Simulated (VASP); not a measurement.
# MgO (Periclase): single point with r2SCAN

The system is MgO (Periclase).

```
Mg O
1.0
     0.00000    2.08093    2.08093
     2.08093    0.00000    2.08093
     2.08093    2.08093    0.00000
Mg O
1 1
Cartesian
  0.0000 0.0000 0.0000
  2.0809 2.0809 2.0809
```

This cell differs from its parent crystal: volume scaled by 0.97.

* Program: VASP 6.6.1
* Task: single point
* Functional: r2SCAN
* Potentials or basis: VASP PAW PBE potentials, release 64 (Mg_sv, O)
* Cutoff: 660 eV
* k mesh: 10 × 10 × 10
* Occupations: gaussian, width 0.02 eV
* Spin: no spin polarisation

```
Pressure               : 4.9 GPa
Band gap on the k mesh : 6.03 eV, direct
```

Levels at points of the mesh, in eV from the valence-band top:
| k point | band 4 | band 5 | band 6 | band 7 | band 8 | band 9 | band 10 | band 11 | band 12 | band 13 |
| --- | --- | --- | --- | --- | --- | --- | --- | --- | --- | --- |
| (0.00, 0.00, 0.00) | -39.93 | -18.37 | 0.00 | 0.00 | 0.00 | 6.03 | 17.07 | 17.07 | 17.07 | 21.29 |
| (0.50, 0.00, 0.00) | -39.94 | -17.00 | -4.76 | -0.72 | -0.72 | 9.07 | 14.28 | 17.89 | 17.89 | 23.10 |
| (0.50, 0.50, 0.00) | -39.96 | -16.79 | -4.22 | -1.42 | -1.42 | 10.09 | 11.59 | 14.72 | 21.04 | 21.04 |

Run time: 80 s on 1 thread of AMD EPYC 9R45 96-Core Processor (Zen 5), on a shared host, peak memory 0.14 GiB.

Caveat: the PAW data sets were made with another functional, which shifts forces and pressure a little.
